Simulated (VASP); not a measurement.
# RbBr in VASP: further runs

Runs on RbBr. Level: PBE. Tasks: single point.

Program: VASP 6.6.1. These are calculated values, not measurements. Logs are shortened: lines on timing, memory, paths and dates and some standing lists are left out, and cuts for length are marked.

### 1 The cell of the first run

The cell holds a wire or tube with vacuum around it, 12 atoms: a = 12.500 Å, b = 16.300 Å, c = 6.784 Å, α = 90.00°, β = 90.00°, γ = 90.00°.

### 2 Single point, PBE

File INCAR:

```
PREC = Accurate
ENCUT = 400
EDIFF = 1E-6
ISMEAR = 0
SIGMA = 0.05
LREAL = False
LASPH = True
NELM = 120
ALGO = Normal
ISIF = 2
LWAVE = False
LCHARG = True
GGA = PE
LELF = True
LVHAR = True
NBANDS = 60
GGA_COMPAT = False
```

File KPOINTS:

```
Automatic mesh
0
Gamma
  1 1 5
```

File POSCAR:

```
RbBr
1.0
   12.5000000000      0.0000000000      0.0000000000
    0.0000000000     16.3000000000      0.0000000000
    0.0000000000      0.0000000000      6.7842786821
Rb Br
6 6
Direct
    0.6384225356      0.5000000000      0.0000000000
    0.6314351997      0.2913937200      0.5000000000
    0.6314351997      0.7086062800      0.5000000000
    0.3615774644      0.5000000000      0.5000000000
    0.3685648003      0.2913937200      0.0000000000
    0.3685648003      0.7086062800      0.0000000000
    0.3575181153      0.5000000000      0.0000000000
    0.3607829200      0.2881961445      0.5000000000
    0.3607829200      0.7118038555      0.5000000000
    0.6424818847      0.5000000000      0.5000000000
    0.6392170800      0.2881961445      0.0000000000
    0.6392170800      0.7118038555      0.0000000000
```

Potentials or basis: VASP PAW PBE potentials, release 64 (Rb_sv, Br).

Run with:

```bash
$ cat potpaw_PBE.64/Rb_sv/POTCAR potpaw_PBE.64/Br/POTCAR > POTCAR
$ mpirun -np 1 vasp_std > vasp.out
```

OUTCAR:

```text
PREC = Accurate
   ENCUT = 400
   EDIFF = 1E-6
   ISMEAR = 0
   LREAL = False
   LASPH = True
   NELM = 120
   ISIF = 2
   GGA = PE

 ion  position               nearest neighbor table
   1  0.638  0.500  0.000-  10 3.39  10 3.39  12 3.45  11 3.45   7 3.51   6 4.79   5 4.79   3 4.80
                             2 4.80   3 4.80   2 4.80   4 4.85   4 4.85
   2  0.631  0.291  0.500-   8 3.38  11 3.39  11 3.39  10 3.40   5 4.72   5 4.72   4 4.79   1 4.80
                             1 4.80
   3  0.631  0.709  0.500-   9 3.38  12 3.39  12 3.39  10 3.40   6 4.72   6 4.72   4 4.79   1 4.80
                             1 4.80
   4  0.362  0.500  0.500-   7 3.39   7 3.39   9 3.45   8 3.45  10 3.51   3 4.79   2 4.79   6 4.80
                             5 4.80   6 4.80   5 4.80   1 4.85   1 4.85
   5  0.369  0.291  0.000-  11 3.38   8 3.39   8 3.39   7 3.40   2 4.72   2 4.72   1 4.79   4 4.80
                             4 4.80
   6  0.369  0.709  0.000-  12 3.38   9 3.39   9 3.39   7 3.40   3 4.72   3 4.72   1 4.79   4 4.80
                             4 4.80
   7  0.358  0.500  0.000-   4 3.39   4 3.39   6 3.40   5 3.40   1 3.51
   8  0.361  0.288  0.500-   2 3.38   5 3.39   5 3.39   4 3.45
   9  0.361  0.712  0.500-   3 3.38   6 3.39   6 3.39   4 3.45
  10  0.642  0.500  0.500-   1 3.39   1 3.39   3 3.40   2 3.40   4 3.51
  11  0.639  0.288  0.000-   5 3.38   2 3.39   2 3.39   1 3.45
  12  0.639  0.712  0.000-   6 3.38   3 3.39   3 3.39   1 3.45

  LATTYP: Found a simple orthorhombic cell.
 ALAT       =     6.7842786821
 B/A-ratio  =     1.8424950663
 C/A-ratio  =     2.4026135664

  Lattice vectors:

 A1 = (   0.0000000000,   0.0000000000,   6.7842786821)
 A2 = (  12.5000000000,   0.0000000000,   0.0000000000)
 A3 = (   0.0000000000,  16.3000000000,   0.0000000000)

Analysis of symmetry for initial positions (statically):
=====================================================================
 Subroutine PRICEL returns:
 Original cell was already a primitive cell.

 Routine SETGRP: Setting up the symmetry group for a
 simple orthorhombic supercell.

 Subroutine GETGRP returns: Found  8 space group operations
 (whereof  4 operations were pure point group operations)
 out of a pool of  8 trial point group operations.

The static configuration has the point symmetry C_2v.
 The point group associated with its full space group is D_2h.

Analysis of symmetry for dynamics (positions and initial velocities):
=====================================================================
 Subroutine PRICEL returns:
[... 120 lines left out ...]
   NUPDOWN=      -1.0000    fix difference up-down
   EMIN   =  10.00;   EMAX   =-10.00  energy-range for DOS
   EFERMI =   0.00;   METHOD = LEGACY
   ISMEAR =     0;   SIGMA  =   0.05  broadening in eV -4-tet -1-fermi 0-gaus
   EFERMI_NEDOS =   21; number of points for ismear=-14 and -15
   IALGO  =     38    algorithm
   IMIX   =      4    mixing-type and parameters
     AMIX     =   0.40;   BMIX     =  1.00
     AMIX_MAG =   1.60;   BMIX_MAG =  1.00
  volume/ion in A,a.u.               =     115.19       777.35
  Fermi-wavevector in a.u.,A,eV,Ry     =   0.672922  1.271638  6.161047  0.452824
  Thomas-Fermi vector in A             =   1.749187
   LORBIT       =      0    0 simple, 1 ext, 2 COOP (PROOUT), +10 PAW based schemes
   GGA     = PE    functional components
   LHFCALC =     F    Hartree Fock is set to
   AEXX    =    0.0000 exact exchange contribution
   IVDW    =     0    specifies the selected vdW correction
   LEPSILON=     F    determine dielectric tensor
   LRPA    =     F    only Hartree local field effects (RPA)
 non-spin polarized calculation
 Gauss-broadening in eV      SIGMA  =   0.05
  energy-cutoff  :      400.00
  volume of cell :     1382.30
 maximum number of plane-waves:     25178
 NGX is ok and might be reduce to    84
   NGX = 41   NGY = 53   NGZ = 23

 number of electron      95.9999992 magnetization

 Free energy of the ion-electron system (eV)
  ---------------------------------------------------
  ext. energy  EPLUGINS =         0.00000000
  ---------------------------------------------------
  free energy    TOTEN  =       -35.14640629 eV

  energy without entropy =      -35.14640629  energy(sigma->0) =      -35.14640629

 E-fermi :  -4.0359     XC(G=0):  -3.2938

 val. band max:       -4.2904734114   @ k =   0.0000   0.0000   0.0000
 cond. band min:      -0.0853274304   @ k =   0.0000   0.0000   0.0000
 fundamental gap:      4.2051459811
 Fermi energy:        -4.0359147052

 k-point     1 :       0.0000    0.0000    0.0000
  band No.  band energies     occupation
      1     -29.3049      2.00000
      2     -29.3048      2.00000
      3     -29.3010      2.00000
      4     -29.3009      2.00000
      5     -29.0384      2.00000
      6     -29.0356      2.00000
[... 178 lines left out ...]
     59       2.2293      0.00000
     60       2.2370      0.00000

------------------------ aborting loop because EDIFF is reached ----------------------------------------

  FORCE on cell =-STRESS in cart. coord.  units (eV):
  Direction    XX          YY          ZZ          XY          YZ          ZX
  --------------------------------------------------------------------------------------
  -------------------------------------------------------------------------------------
  Total       -0.0519754      0.0422955     -0.1017299      0.0000000      0.0000000      0.0000000
  in kB       -0.0602431      0.0490235     -0.1179120      0.0000000      0.0000000      0.0000000
  external PRESSURE =      -0.0430439 kB  Pullay stress =       0.0000000 kB

 VOLUME and BASIS-vectors are now :
 -----------------------------------------------------------------------------
  energy-cutoff  :      400.00
  volume of cell :     1382.30
      direct lattice vectors                 reciprocal lattice vectors
    12.500000000  0.000000000  0.000000000     0.080000000  0.000000000  0.000000000
     0.000000000 16.300000000  0.000000000     0.000000000  0.061349693  0.000000000
     0.000000000  0.000000000  6.784278682     0.000000000  0.000000000  0.147399605

 POSITION                                       TOTAL-FORCE (eV/Angst)
 -----------------------------------------------------------------------------------
      7.98028      8.15000      0.00000         0.006167      0.000000      0.000000
      7.89294      4.74972      3.39214         0.004772     -0.005600      0.000000
      7.89294     11.55028      3.39214         0.004772      0.005600      0.000000
      4.51972      8.15000      3.39214        -0.006167      0.000000      0.000000
      4.60706      4.74972      0.00000        -0.004772     -0.005600     -0.000000
      4.60706     11.55028      0.00000        -0.004772      0.005600      0.000000
      4.46898      8.15000      0.00000         0.001481      0.000000      0.000000
      4.50979      4.69760      3.39214        -0.000658     -0.003007      0.000000
      4.50979     11.60240      3.39214        -0.000658      0.003007      0.000000
      8.03102      8.15000      3.39214        -0.001481      0.000000      0.000000
      7.99021      4.69760      0.00000         0.000658     -0.003007      0.000000
      7.99021     11.60240      0.00000         0.000658      0.003007      0.000000
 -----------------------------------------------------------------------------------
    total drift:                                0.000000      0.000000      0.000000

  FREE ENERGIE OF THE ION-ELECTRON SYSTEM (eV)
  ---------------------------------------------------
  free  energy   TOTEN  =       -35.1464062926 eV

  energy  without entropy=      -35.1464062926  energy(sigma->0) =      -35.14640629
```

Run time: 4.2 min. Hardware: 1 thread of Intel Xeon 6975P-C (Granite Rapids), shared host; peak memory 0.9 GiB.

What came out:

- Free energy: -35.1464 eV
- Largest force: 0.007 eV/Å
- Band gap on the k mesh: 4.21 eV

Forces on the atoms (eV/Å):
```
Rb   0.006  0.000  0.000
Rb   0.005 -0.006  0.000
Rb   0.005  0.006  0.000
Rb  -0.006  0.000  0.000
Rb  -0.005 -0.006  0.000
Rb  -0.005  0.006  0.000
Br   0.001  0.000  0.000
Br  -0.001 -0.003  0.000
Br  -0.001  0.003  0.000
Br  -0.001  0.000  0.000
Br   0.001 -0.003  0.000
Br   0.001  0.003  0.000
```

### 3 Single point, PBE

This run uses another cell than the first one.

File INCAR:

```
ALGO = Normal
EDIFF = 1E-6
ENCUT = 400
GGA = PE
GGA_COMPAT = False
ISIF = 2
ISMEAR = 0
LASPH = True
LCHARG = False
LREAL = False
LWAVE = False
NBANDS = 60
NELM = 120
PREC = Accurate
SIGMA = 0.05
```

File KPOINTS:

```
k-points
0
Gamma
  1 1 5
```

File POSCAR:

```
RbBr
1.0
   12.5000000000      0.0000000000      0.0000000000
    0.0000000000     16.3000000000      0.0000000000
    0.0000000000      0.0000000000      7.0173583654
Rb Br
6 6
Direct
    0.6403471673      0.5000000000      0.0000000000
    0.6403471673      0.2847436084      0.5000000000
    0.6403471673      0.7152563916      0.5000000000
    0.3596528327      0.5000000000      0.5000000000
    0.3596528327      0.2847436084      0.0000000000
    0.3596528327      0.7152563916      0.0000000000
    0.3596528327      0.5000000000      0.0000000000
    0.3596528327      0.2847436084      0.5000000000
    0.3596528327      0.7152563916      0.5000000000
    0.6403471673      0.5000000000      0.5000000000
    0.6403471673      0.2847436084      0.0000000000
    0.6403471673      0.7152563916      0.0000000000
```

Potentials or basis: VASP PAW PBE potentials, release 64 (Rb_sv, Br).

Run with:

```bash
$ cat potpaw_PBE.64/Rb_sv/POTCAR potpaw_PBE.64/Br/POTCAR > POTCAR
$ mpirun -np 1 vasp_std > vasp.out
```

Wall time 3.8 min (1 thread of Intel Xeon 6975P-C (Granite Rapids), shared host); peak memory 0.84 GiB.

It converged, with:

```yaml
Free_energy: -35.0005 eV
Largest_force: 0.196 eV/Å
Band_gap_on_the_k_mesh: 4.01 eV
```

Forces on the atoms (eV/Å):
```
Rb  -0.067  0.000  0.000
Rb  -0.151  0.125  0.000
Rb  -0.151 -0.125  0.000
Rb   0.067  0.000  0.000
Rb   0.151  0.125  0.000
Rb   0.151 -0.125  0.000
Br  -0.023  0.000  0.000
Br   0.068  0.020  0.000
Br   0.068 -0.020  0.000
Br   0.023  0.000  0.000
Br  -0.068  0.020  0.000
Br  -0.068 -0.020  0.000
```

Levels at points of the mesh, in eV from the valence-band top:
```csv
k point,band 46,band 47,band 48,band 49,band 50,band 51
"(0.00, 0.00, 0.00)",-0.02,-0.01,0.00,4.01,4.60,5.03
```
